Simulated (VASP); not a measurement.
# CsH: relaxation of cell and atoms with r2SCAN

CsH:

```
Cs H
1.0
     0.00000    3.32000    3.32000
     3.32000    0.00000    3.32000
     3.32000    3.32000    0.00000
Cs H
1 1
Direct
  0.00000 0.00000 0.00000
  0.25000 0.25000 0.25000
```

```
Program                : VASP 6.6.1
Task                   : relaxation of cell and atoms
Functional             : r2SCAN
Potentials or basis    : VASP PAW PBE potentials, release 64 (Cs_sv, H)
Cutoff                 : 550 eV
k mesh                 : 4 × 4 × 4
Occupations            : fermi-dirac, width 0.01 eV
Spin                   : no spin polarisation
Target pressure        : 45 GPa
Dipole correction      : no
Further INCAR settings : ALGO = Normal; EDIFF = 1e-07; IBRION = 2; EDIFFG = -0.02; NSW = 80; ISIF = 3
```

| Property | Result |
| --- | --- |
| Relaxed volume | 14.17 Å³/atom |
| Relaxed cell | a = 3.422 Å, b = 3.422 Å, c = 3.422 Å, α = 60.00°, β = 60.00°, γ = 60.00° |
| Space group after relaxing (to 0.1 Å) | F-43m (No. 216) |
| Energy change on relaxing (the run minimises the enthalpy) | +1760.4 meV/atom |
| Ionic steps | 8 |
| Pressure after relaxing | 45.0 GPa |
| Band gap on the k mesh | zero (bands 5 and 6 overlap by 0.30 eV) |

Step by step:
```tsv
step	energy change (eV)	largest force (eV/Å)	pressure (GPa)	volume (Å³)
1	0.0000	0.0000	1.36	73.19
2	32.6585	0.0000	1071.51	10.24
3	2.0293	0.0000	25.55	35.27
4	2.4042	0.0000	30.61	33.13
5	3.4053	0.0000	43.02	28.76
6	3.5791	0.0000	45.97	28.13
7	3.4894	0.0000	44.45	28.45
8	3.5207	0.0000	44.98	28.33
```

Final structure:
```
Cs H
1.0
     0.00000    2.41972    2.41972
     2.41972    0.00000    2.41972
     2.41972    2.41972    0.00000
Cs H
1 1
Cartesian
  0.0000 0.0000 0.0000
  1.2099 1.2099 1.2099
```

Levels at points of the mesh, in eV from the Fermi level:
```
           k point  band 2  band 3  band 4  band 5  band 6  band 7  band 8  band 9
(0.00, 0.00, 0.00)   -7.27   -7.27   -7.27   -1.92    4.70    4.70    4.70    5.02
(0.50, 0.00, 0.00)  -13.35   -7.99   -7.99   -2.41    4.35    4.35    7.03    9.28
(0.50, 0.50, 0.00)  -13.22   -9.35   -9.35   -2.98   -0.30    9.26   13.04   13.68
```

Run time: 2.3 min on 1 thread of Intel(R) Xeon(R) 6975P-C (Granite Rapids) (shared host), peak memory 0.27 GiB.

Caveat: the k points lie up to 0.56 Å⁻¹ apart in the final cell; the cell is relaxed towards a set pressure, so the run minimises the enthalpy, not the energy; the volume moved by over 15 % at a fixed basis, so the end points are rough; the PAW data sets were made with another functional, which shifts forces and pressure a little; spin-orbit coupling is left out, which moves the levels of the heavy elements.
